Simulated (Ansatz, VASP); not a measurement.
**One calculation of GaAs, two programs**

Contents of INCAR:

```
ALGO = Normal
EDIFF = 1E-6
ENCUT = 520
GGA = PE
ISIF = 2
ISMEAR = 0
LASPH = True
LCHARG = False
LREAL = False
LWAVE = False
NBANDS = 16
NELM = 80
PREC = Accurate
SIGMA = 0.05
```

KPOINTS

```
k-points
0
Gamma
  10 10 10
```

File POSCAR:

```
GaAs
1.0
    0.0000000000      2.8268500000      2.8833870000
    2.8268500000      0.0000000000      2.8833870000
    2.8268500000      2.8268500000      0.0000000000
Ga As
1 1
Direct
    0.0000000000      0.0000000000      0.0000000000
    0.7500000000      0.7500000000      0.7500000000
```

Input for Ansatz:

```yaml
crystal:
  lattice:
    - [0.0, 2.82685, 2.883387]
    - [2.82685, 0.0, 2.883387]
    - [2.82685, 2.82685, 0.0]
  atoms:
    - { symbol: Ga, position: [0.0, 0.0, 0.0] }
    - { symbol: As, position: [0.75, 0.75, 0.75] }
basis:
  ecutwfc: 420
kpoints:
  mp_grid: { grid: [10, 10, 10] }
hamiltonian:
  xc: pbe
scf:
  occupations: { method: gaussian, width: 0.05 }
output:
  forces: true
  stress: true
  eigenvalues: true
```

Change from the starting cell: strain +0.0200 x Voigt [0, 0, 1, 0, 0, 0], atoms carried along.

Alike in both runs: task single point; functional PBE; k mesh 10 × 10 × 10; occupations gaussian, width 0.05 eV; no spin polarisation.

|  | VASP | Ansatz |
| --- | --- | --- |
| version | VASP 6.6.1 | Ansatz 0.2.0 |
| potentials or method | VASP PAW PBE potentials, release 64 (Ga_d, As), cutoff 520 eV | scalar-relativistic, plane waves, PAW |
| valence electrons in the cell | 18 | 28 |

|  | VASP | Ansatz | Ansatz less VASP |
| --- | --- | --- | --- |
| gap on the k mesh at the Fermi level (eV) | 0.33 | 0.33 | -0.004 |
| least direct gap on the mesh (eV) | 0.33 | 0.33 | -0.004 |
| pressure (GPa) | 2.0 | 1.8 | -0.17 |
| traceless stress, the component that is largest in VASP (GPa) | -0.80 | -0.80 | -0.003 |

VASP's potentials hold 18 valence electrons a cell and Ansatz's 28, so a difference there can come from the potentials and not from the codes.
